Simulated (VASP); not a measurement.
Wanted: the native input for a VASP 6.6.1 run.

| Item | Value |
| --- | --- |
| Task | single point |
| Functional | PBE |
| Potentials or basis | VASP PAW PBE potentials, release 64 (C, O) |
| Cutoff | 520 eV |
| k mesh | 6 × 6 × 4 |
| Occupations | gaussian, width 0.1 eV |
| Spin | no spin polarisation |
| Dipole correction | no |
| Further INCAR settings | ALGO = Normal; EDIFF = 1e-07; NBANDS = 34 |

The structure of CO2 lies in POSCAR:

```
CO2
1.0
    5.0310955529      0.0000000000      0.0000000000
   -2.5155477764      4.3570565576      0.0000000000
    0.0000000000      0.0000000000      5.5349233044
C O
3 6
Direct
    0.4650000000      0.0000000000      0.3333333333
    0.0000000000      0.4650000000      0.6666666667
    0.5350000000      0.5350000000      0.0000000000
    0.4150000000      0.2720000000      0.2130000000
    0.7280000000      0.1430000000      0.5463333333
    0.8570000000      0.5850000000      0.8796666667
    0.2720000000      0.4150000000      0.7870000000
    0.1430000000      0.7280000000      0.4536666667
    0.5850000000      0.8570000000      0.1203333333
```

The input as run:

INCAR

```
PREC = Accurate
ENCUT = 520
EDIFF = 1E-7
ISMEAR = 0
SIGMA = 0.1
LREAL = False
LASPH = True
NELM = 80
ALGO = Normal
ISIF = 2
LWAVE = False
LCHARG = False
GGA = PE
NBANDS = 34
```

KPOINTS

```
Automatic mesh
0
Gamma
  6 6 4
```

Potentials or basis: VASP PAW PBE potentials, release 64 (C, O).

Launch:

```sh
$ cat potpaw_PBE.64/C/POTCAR potpaw_PBE.64/O/POTCAR > POTCAR
$ mpirun -np 1 vasp_std > vasp.out
```

Results of the run:

| Property | Result |
| --- | --- |
| Pressure | -38.6 GPa |
| Largest force | 1.123 eV/Å |
| Band gap on the k mesh | 1.04 eV, indirect (least direct gap 1.20 eV) |

Caveat: forces of over 1 eV/Å act on the atoms, so gaps and moduli don't describe the material at rest.

Run time: 2.5 min on 1 thread of AMD EPYC 7R13 (shared host), peak memory 0.23 GiB.
